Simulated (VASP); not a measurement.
# Be (Pm-3n) in VASP: a series of runs

The runs below take Be through single point, relaxation of cell and atoms, with LDA.

Everything below comes from runs of VASP 6.6.1. Logs are shortened: lines on timing, memory, paths and dates and some standing lists are left out, and cuts for length are marked.

### 1 The cell of the first run

It takes space group Pm-3n (No. 223, cubic). The conventional cell has a = 3.948 Å, b = 3.948 Å, c = 3.948 Å, α = 90.00°, β = 90.00°, γ = 90.00°. Be (site symmetry m-3) has 12 Be at 2.21 Å within 2.9 Å. Be (site symmetry -4m2) has 14 Be at 1.97 to 2.42 Å within 2.6 Å.

### 2 Single point, LDA

INCAR

```
PREC = Accurate
ENCUT = 520
EDIFF = 1E-7
ISMEAR = -1
SIGMA = 0.1
LREAL = False
LASPH = True
NELM = 60
ALGO = Normal
ISIF = 2
LWAVE = False
LCHARG = True
GGA = CA
LELF = True
LVHAR = True
NBANDS = 18
```

KPOINTS

```
Automatic mesh
0
Gamma
  6 6 6
```

POSCAR

```
Be
1.0
    3.9484852080      0.0000000000      0.0000000000
    0.0000000000      3.9484852080      0.0000000000
    0.0000000000      0.0000000000      3.9484852080
Be
8
Direct
    0.0000000000      1.0000000000      0.0000000000
    0.5000000000      0.5000000000      0.5000000000
    0.2500000000      1.0000000000      0.5000000000
    0.7500000000      0.0000000000      0.5000000000
    0.5000000000      0.2500000000      0.0000000000
    0.5000000000      0.7500000000      0.0000000000
    0.0000000000      0.5000000000      0.2500000000
    0.0000000000      0.5000000000      0.7500000000
```

Potentials or basis: VASP PAW LDA potentials, release 64 (Be).

Started as:

```bash
> cat potpaw_LDA.64/Be/POTCAR > POTCAR
> mpirun -np 1 vasp_std > vasp.out
```

OUTCAR:

```text
PREC = Accurate
   ENCUT = 520
   EDIFF = 1E-7
   ISMEAR = -1
   LREAL = False
   LASPH = True
   NELM = 60
   ISIF = 2
   GGA = CA

 ion  position               nearest neighbor table
   1  0.000  0.000  0.000-   3 2.21   4 2.21   5 2.21   6 2.21   7 2.21   8 2.21   3 2.21   4 2.21
                             7 2.21   8 2.21   5 2.21   6 2.21
   2  0.500  0.500  0.500-   3 2.21   4 2.21   5 2.21   6 2.21   7 2.21   8 2.21   5 2.21   6 2.21
                             3 2.21   4 2.21   7 2.21   8 2.21
   3  0.250  0.000  0.500-   4 1.97   4 1.97   1 2.21   1 2.21   2 2.21   2 2.21
   4  0.750  0.000  0.500-   3 1.97   3 1.97   1 2.21   1 2.21   2 2.21   2 2.21
   5  0.500  0.250  0.000-   6 1.97   6 1.97   1 2.21   2 2.21   2 2.21   1 2.21
   6  0.500  0.750  0.000-   5 1.97   5 1.97   1 2.21   2 2.21   2 2.21   1 2.21
   7  0.000  0.500  0.250-   8 1.97   8 1.97   1 2.21   2 2.21   1 2.21   2 2.21
   8  0.000  0.500  0.750-   7 1.97   7 1.97   1 2.21   2 2.21   1 2.21   2 2.21

  LATTYP: Found a simple cubic cell.
 ALAT       =     3.9484852080

  Lattice vectors:

 A1 = (   3.9484852080,   0.0000000000,   0.0000000000)
 A2 = (   0.0000000000,   3.9484852080,   0.0000000000)
 A3 = (   0.0000000000,   0.0000000000,   3.9484852080)

Analysis of symmetry for initial positions (statically):
=====================================================================
 Subroutine PRICEL returns:
 Original cell was already a primitive cell.

 Routine SETGRP: Setting up the symmetry group for a
 simple cubic supercell.

 Subroutine GETGRP returns: Found 48 space group operations
 (whereof 24 operations were pure point group operations)
 out of a pool of 48 trial point group operations.

The static configuration has the point symmetry T_h .
 The point group associated with its full space group is O_h .

Analysis of symmetry for dynamics (positions and initial velocities):
=====================================================================
 Subroutine PRICEL returns:
 Original cell was already a primitive cell.

 Routine SETGRP: Setting up the symmetry group for a
 simple cubic supercell.

 Subroutine GETGRP returns: Found 48 space group operations
 (whereof 24 operations were pure point group operations)
 out of a pool of 48 trial point group operations.

The dynamic configuration has the point symmetry T_h .
 The point group associated with its full space group is O_h .

 Subroutine INISYM returns: Found 48 space group operations
 (whereof 24 operations are pure point group operations),
 and found     1 'primitive' translations

----------------------------------------------------------------------------------------

                                     Primitive cell

  volume of cell :      61.5590

  direct lattice vectors                    reciprocal lattice vectors
     3.948485208  0.000000000  0.000000000     0.253261681  0.000000000  0.000000000
     0.000000000  3.948485208  0.000000000     0.000000000  0.253261681  0.000000000
     0.000000000  0.000000000  3.948485208     0.000000000  0.000000000  0.253261681

  length of vectors
     3.948485208  3.948485208  3.948485208     0.253261681  0.253261681  0.253261681

  position of ions in fractional coordinates (direct lattice)
     0.000000000  0.000000000  0.000000000
     0.500000000  0.500000000  0.500000000
     0.250000000  0.000000000  0.500000000
     0.750000000  0.000000000  0.500000000
     0.500000000  0.250000000  0.000000000
     0.500000000  0.750000000  0.000000000
     0.000000000  0.500000000  0.250000000
     0.000000000  0.500000000  0.750000000

  ion indices of the primitive-cell ions
   primitive index   ion index
                 1           1
                 2           2
                 3           3
                 4           4
                 5           5
                 6           6
                 7           7
                 8           8

----------------------------------------------------------------------------------------

 KPOINTS: Automatic mesh

Automatic generation of k-mesh.
 Grid dimensions read from file:
 generate k-points for:    6    6    6

 Generating k-lattice:

  Cartesian coordinates                     Fractional coordinates (reciprocal lattice)
     0.042210280  0.000000000  0.000000000     0.166666667  0.000000000  0.000000000
     0.000000000  0.042210280  0.000000000     0.000000000  0.166666667  0.000000000
     0.000000000  0.000000000  0.042210280     0.000000000  0.000000000  0.166666667

  Length of vectors
     0.042210280  0.042210280  0.042210280

  Shift w.r.t. Gamma in fractional coordinates (k-lattice)
     0.000000000  0.000000000  0.000000000

 Subroutine IBZKPT returns following result:
 ===========================================

 Found     20 irreducible k-points:

 Following reciprocal coordinates:
            Coordinates               Weight
  0.000000  0.000000  0.000000      1.000000
  0.166667  0.000000  0.000000      6.000000
  0.333333  0.000000  0.000000      6.000000
  0.500000  0.000000  0.000000      3.000000
  0.166667  0.166667  0.000000     12.000000
  0.333333  0.166667  0.000000     24.000000
[... 12 lines left out ...]
  0.500000  0.500000  0.333333      6.000000
  0.500000  0.500000  0.500000      1.000000
   k-points           NKPTS =     20   k-points in BZ     NKDIM =     20   number of bands    NBANDS=     18
   number of dos      NEDOS =    301   number of ions     NIONS =      8
   total plane-waves  NPLWV =  27000
   dimension x,y,z NGX =    30 NGY =   30 NGZ =   30
   dimension x,y,z NGXF=    60 NGYF=   60 NGZF=   60
   ions per type =               8
   NGX,Y,Z   is equivalent  to a cutoff of  12.63, 12.63, 12.63 a.u.
   NGXF,Y,Z  is equivalent  to a cutoff of  25.26, 25.26, 25.26 a.u.
 SYSTEM =  unknown system
   PREC   = accura    normal or accurate (medium, high low for compatibility)
   ISTART =      0    job   : 0-new  1-cont  2-samecut
   ICHARG =      2    charge: 1-file 2-atom 10-const
   ISPIN  =      1    spin polarized calculation?
   LNONCOLLINEAR =      F non collinear calculations
   LSORBIT =      F    spin-orbit coupling
   LASPH  =      T    aspherical Exc in radial PAW
   ENCUT  =  520.0 eV  38.22 Ry    6.18 a.u.   7.34  7.34  7.34*2*pi/ulx,y,z
   NELM   =     60;   NELMIN=  2; NELMDL= -5     # of ELM steps
   EDIFF  = 0.1E-06   stopping-criterion for ELM
   LREAL  =      F    real-space projection
   EDIFFG = 0.1E-05   stopping-criterion for IOM
   NSW    =      0    number of steps for IOM
   IBRION =     -1    ionic relax: 0-MD 1-quasi-New 2-CG
   NFREE  =      0    steps in history (QN), initial steepest desc. (CG)
   ISIF   =      2    stress and relaxation
   ISYM   =      2    0-nonsym 1-usesym 2-fastsym
   POTIM  = 0.5000    time-step for ionic-motion
   TEBEG  =    0.0;   TEEND  =   0.0 temperature during run
   PSTRESS=    0.0 pullay stress
   NELECT =      16.0000    total number of electrons
   NUPDOWN=      -1.0000    fix difference up-down
   EMIN   =  10.00;   EMAX   =-10.00  energy-range for DOS
   EFERMI =   0.00;   METHOD = LEGACY
   ISMEAR =    -1;   SIGMA  =   0.10  broadening in eV -4-tet -1-fermi 0-gaus
   EFERMI_NEDOS =   21; number of points for ismear=-14 and -15
   IALGO  =     38    algorithm
   IMIX   =      4    mixing-type and parameters
     AMIX     =   0.40;   BMIX     =  1.00
     AMIX_MAG =   1.60;   BMIX_MAG =  1.00
  volume/ion in A,a.u.               =       7.69        51.93
  Fermi-wavevector in a.u.,A,eV,Ry     =   1.044763  1.974315 14.851154  1.091529
  Thomas-Fermi vector in A             =   2.179529
   LORBIT       =      0    0 simple, 1 ext, 2 COOP (PROOUT), +10 PAW based schemes
   GGA     = CA    functional components
   LHFCALC =     F    Hartree Fock is set to
   AEXX    =    0.0000 exact exchange contribution
   IVDW    =     0    specifies the selected vdW correction
   LEPSILON=     F    determine dielectric tensor
   LRPA    =     F    only Hartree local field effects (RPA)
 non-spin polarized calculation
  energy-cutoff  :      520.00
  volume of cell :       61.56
 maximum number of plane-waves:      1675
 NGX is ok and might be reduce to    30
   NGX = 15   NGY = 15   NGZ = 15

 number of electron      16.0000000 magnetization

 Free energy of the ion-electron system (eV)
  ---------------------------------------------------
  ext. energy  EPLUGINS =         0.00000000
  ---------------------------------------------------
  free energy    TOTEN  =       -32.81226300 eV

  energy without entropy =      -32.76168574  energy(sigma->0) =      -32.78697437

 E-fermi :   6.8824     XC(G=0): -10.7079

 val. band max:        6.7900563687   @ k =   0.3333   0.3333   0.0000
 cond. band min:       6.9169901380   @ k =   0.5000   0.3333   0.0000
 fundamental gap:      0.1269337694
 Fermi energy:         6.8823762027

 k-point     1 :       0.0000    0.0000    0.0000
  band No.  band energies     occupation
      1      -4.3502      2.00000
      2       1.6980      2.00000
      3       1.6980      2.00000
      4       1.6980      2.00000
      5       3.1262      2.00000
      6       3.1262      2.00000
[... 10 lines left out ...]
     17      13.7520      0.00000
     18      13.7520      0.00000

 k-point     2 :       0.1667    0.0000    0.0000
  band No.  band energies     occupation
      1      -4.1588      2.00000
      2       0.3325      2.00000
      3       1.9045      2.00000
      4       1.9045      2.00000
      5       3.1983      2.00000
      6       3.4310      2.00000
[... 10 lines left out ...]
     17      14.2392      0.00000
     18      14.6491      0.00000

 k-point     3 :       0.3333    0.0000    0.0000
  band No.  band energies     occupation
      1      -3.5848      2.00000
      2      -1.3078      2.00000
      3       2.4760      2.00000
      4       2.4760      2.00000
      5       3.3684      2.00000
      6       3.5133      2.00000
[... 10 lines left out ...]
     17      15.4803      0.00000
     18      15.4803      0.00000

 k-point     4 :       0.5000    0.0000    0.0000
  band No.  band energies     occupation
      1      -2.6306      2.00000
      2      -2.6306      2.00000
      3       2.9808      2.00000
      4       2.9808      2.00000
      5       3.5075      2.00000
      6       3.5075      2.00000
[... 10 lines left out ...]
     17      15.9826      0.00000
     18      15.9827      0.00000

 k-point     5 :       0.1667    0.1667    0.0000
  band No.  band energies     occupation
      1      -3.9668      2.00000
      2       0.5124      2.00000
      3       0.5465      2.00000
      4       2.1147      2.00000
      5       3.3660      2.00000
      6       4.0723      2.00000
[... 10 lines left out ...]
     17      13.5601      0.00000
     18      16.4052      0.00000

 k-point     6 :       0.3333    0.1667    0.0000
  band No.  band energies     occupation
      1      -3.3915      2.00000
      2      -1.1112      2.00000
      3       1.1106      2.00000
      4       2.7010      2.00000
      5       3.2030      2.00000
      6       3.5073      2.00000
[... 223 lines left out ...]
 k-point    17 :       0.3333    0.3333    0.3333
  band No.  band energies     occupation
      1      -2.0344      2.00000
      2       0.2379      2.00000
      3       0.2379      2.00000
      4       0.3113      2.00000
      5       2.4592      2.00000
      6       2.4592      2.00000
[... 10 lines left out ...]
     17      15.8769      0.00000
     18      17.2711      0.00000

 k-point    18 :       0.5000    0.3333    0.3333
  band No.  band energies     occupation
      1      -1.0683      2.00000
      2      -1.0683      2.00000
      3       1.1779      2.00000
      4       1.1779      2.00000
      5       1.2817      2.00000
      6       1.2817      2.00000
[... 10 lines left out ...]
     17      15.9679      0.00000
     18      15.9679      0.00000

 k-point    19 :       0.5000    0.5000    0.3333
  band No.  band energies     occupation
      1      -0.1399      2.00000
      2      -0.1015      2.00000
      3      -0.0752      2.00000
      4      -0.0752      2.00000
      5       2.0384      2.00000
      6       2.2264      2.00000
[... 10 lines left out ...]
     17      16.0583      0.00000
     18      16.1175      0.00000

 k-point    20 :       0.5000    0.5000    0.5000
  band No.  band energies     occupation
      1       0.8390      2.00000
      2       0.8390      2.00000
      3       0.8390      2.00000
      4       0.8390      2.00000
      5       0.8390      2.00000
      6       0.8390      2.00000
[... 10 lines left out ...]
     17      15.4724      0.00000
     18      15.4725      0.00000

------------------------ aborting loop because EDIFF is reached ----------------------------------------

  FORCE on cell =-STRESS in cart. coord.  units (eV):
  Direction    XX          YY          ZZ          XY          YZ          ZX
  --------------------------------------------------------------------------------------
  -------------------------------------------------------------------------------------
  Total        0.1563779      0.1563779      0.1563779     -0.0000000      0.0000000      0.0000000
  in kB        4.0699994      4.0699994      4.0699994     -0.0000000      0.0000000      0.0000000
  external PRESSURE =       4.0699994 kB  Pullay stress =       0.0000000 kB

 VOLUME and BASIS-vectors are now :
 -----------------------------------------------------------------------------
  energy-cutoff  :      520.00
  volume of cell :       61.56
      direct lattice vectors                 reciprocal lattice vectors
     3.948485208  0.000000000  0.000000000     0.253261681  0.000000000  0.000000000
     0.000000000  3.948485208  0.000000000     0.000000000  0.253261681  0.000000000
     0.000000000  0.000000000  3.948485208     0.000000000  0.000000000  0.253261681

 POSITION                                       TOTAL-FORCE (eV/Angst)
 -----------------------------------------------------------------------------------
      0.00000      0.00000      0.00000         0.000000     -0.000000      0.000000
      1.97424      1.97424      1.97424         0.000000     -0.000000      0.000000
      0.98712      0.00000      1.97424        -0.000000     -0.000000      0.000000
      2.96136      0.00000      1.97424         0.000000      0.000000     -0.000000
      1.97424      0.98712      0.00000        -0.000000      0.000000     -0.000000
      1.97424      2.96136      0.00000         0.000000     -0.000000     -0.000000
      0.00000      1.97424      0.98712         0.000000      0.000000      0.000000
      0.00000      1.97424      2.96136        -0.000000      0.000000     -0.000000
 -----------------------------------------------------------------------------------
    total drift:                                0.000000     -0.000000      0.000000

  FREE ENERGIE OF THE ION-ELECTRON SYSTEM (eV)
  ---------------------------------------------------
  free  energy   TOTEN  =       -32.8122630012 eV

  energy  without entropy=      -32.7616857400  energy(sigma->0) =      -32.78697437
```

It took 20 s on 1 thread of Intel Xeon 8259CL, shared host; peak memory 0.15 GiB.

What came out:

```
Free energy            : -32.8123 eV
Pressure               : 0.4 GPa
Band gap on the k mesh : zero (bands 8 and 9 overlap by 2.41 eV)
```

### 3 Single point, LDA

INCAR

```
ALGO = Normal ; EDIFF = 1E-6
ENCUT = 520 ; GGA = CA
ISIF = 2 ; ISMEAR = -1
LASPH = T ; LCHARG = F
LREAL = F ; LWAVE = F
NBANDS = 18 ; NELM = 100
PREC = Accurate ; SIGMA = 0.1
```

KPOINTS

```
k-points
0
Gamma
  9 9 9
```

POSCAR is that of step 2.

Potentials or basis: VASP PAW LDA potentials, release 64 (Be).

Started as:

```bash
> cat potpaw_LDA.64/Be/POTCAR > POTCAR
> mpirun -np 1 vasp_std > vasp.out
```

Wall time 32 s (1 thread of Intel Xeon 8259CL, shared host); peak memory 0.15 GiB.

Results (log left out):

```
Free energy            : -32.8372 eV
Pressure               : 0.1 GPa
Band gap on the k mesh : zero (bands 8 and 9 overlap by 2.41 eV)
```

Levels at points of the mesh, in eV from the Fermi level:
```tsv
k point	band 6	band 7	band 8	band 9	band 10	band 11
(0.00, 0.00, 0.00)	-3.69	-3.19	1.98	1.98	1.98	3.62
```

### 4 Relaxation of cell and atoms, LDA

This run uses another cell than the first one, of 8.11 Å³/atom.

INCAR

```
SYSTEM = Be
PREC = Accurate
ENCUT = 600
EDIFF = 1E-7
ISMEAR = -1
SIGMA = 0.1
LREAL = .FALSE.
LASPH = .TRUE.
NELM = 80
ALGO = Normal
ISIF = 3
LWAVE = .FALSE.
LCHARG = .FALSE.
IBRION = 2
NSW = 80
EDIFFG = -0.01
```

KPOINTS

```
regular mesh
0
G
  6 6 6
  0 0 0
```

POSCAR

```
Be
1.0
    4.0186902025      0.0000000000      0.0000000000
    0.0000000000      4.0186902025      0.0000000000
    0.0000000000      0.0000000000      4.0186902025
Be
8
Direct
    0.0000000000      0.0000000000      0.0000000000
    0.5000000000      0.5000000000      0.5000000000
    0.2500000000      0.0000000000      0.5000000000
    0.7500000000      0.0000000000      0.5000000000
    0.5000000000      0.2500000000      0.0000000000
    0.5000000000      0.7500000000      0.0000000000
    0.0000000000      0.5000000000      0.2500000000
    0.0000000000      0.5000000000      0.7500000000
```

Started as:

```bash
> cat potpaw_LDA.64/Be/POTCAR > POTCAR
> mpirun -np 1 vasp_std > vasp.out
```

It took 28 s on 1 thread of Intel Xeon 8259CL, shared host; peak memory 0.15 GiB.

It converged, with:

```yaml
Free_energy: -32.8129 eV
Relaxed_volume: 7.72 Å³/atom
Relaxed_cell: a = 3.953 Å, b = 3.953 Å, c = 3.953 Å, α = 90.00°, β = 90.00°, γ = 90.00°
Space_group_after_relaxing_to_0.1_Å: Pm-3n (No. 223)
Energy_gained_by_relaxing: 7.1 meV/atom
Ionic_steps: 3
Pressure_after_relaxing: 0.0 GPa
Band_gap_on_the_k_mesh: zero (bands 8 and 9 overlap by 2.41 eV)
```

The path:
| step | energy change (eV) | largest force (eV/Å) | pressure (GPa) | volume (Å³) |
| --- | --- | --- | --- | --- |
| 1 | 0.0000 | 0.0000 | -5.63 | 64.90 |
| 2 | -0.0556 | 0.0000 | -0.97 | 62.26 |
| 3 | -0.0571 | 0.0000 | -0.02 | 61.78 |

Final structure:
```
CELL_PARAMETERS angstrom
3.95314 0.00000 0.00000
0.00000 3.95314 0.00000
0.00000 0.00000 3.95314
ATOMIC_POSITIONS crystal
Be 0.00000 0.00000 0.00000
Be 0.50000 0.50000 0.50000
Be 0.25000 0.00000 0.50000
Be 0.75000 0.00000 0.50000
Be 0.50000 0.25000 0.00000
Be 0.50000 0.75000 0.00000
Be 0.00000 0.50000 0.25000
Be 0.00000 0.50000 0.75000
```

Levels at points of the mesh, in eV from the Fermi level:
| k point | band 5 | band 6 | band 7 | band 8 | band 9 | band 10 | band 11 | band 12 |
| --- | --- | --- | --- | --- | --- | --- | --- | --- |
| (0.00, 0.00, 0.00) | -3.75 | -3.75 | -3.25 | 1.92 | 1.92 | 1.92 | 3.55 | 3.55 |
| (0.50, 0.00, 0.00) | -3.37 | -3.37 | -2.07 | -2.07 | 0.06 | 0.06 | 4.82 | 4.82 |
| (0.50, 0.50, 0.00) | -3.03 | -1.92 | -1.92 | -1.15 | 0.14 | 1.48 | 1.48 | 4.03 |
| (0.50, 0.50, 0.50) | -6.03 | -6.03 | -5.89 | -5.89 | 8.44 | 8.44 | 8.44 | 8.44 |

### 5 Summary

```csv
task,cell,k mesh,cutoff (eV),gap on the mesh (eV),pressure (GPa)
single point,"a = 3.948 Å, 8 atoms",6 × 6 × 6,520,none,0.4
single point,"a = 3.948 Å, 8 atoms",9 × 9 × 9,520,none,0.1
relaxation of cell and atoms,"relaxed from a = 4.019 Å, 8 atoms",6 × 6 × 6,600,none,0.0
```

Alike in all rows: level LDA; potentials or basis VASP PAW LDA potentials, release 64 (Be); no spin polarisation; smearing fermi-dirac 0.1 eV.

Absolute energies hang on the potentials; compare differences alone.
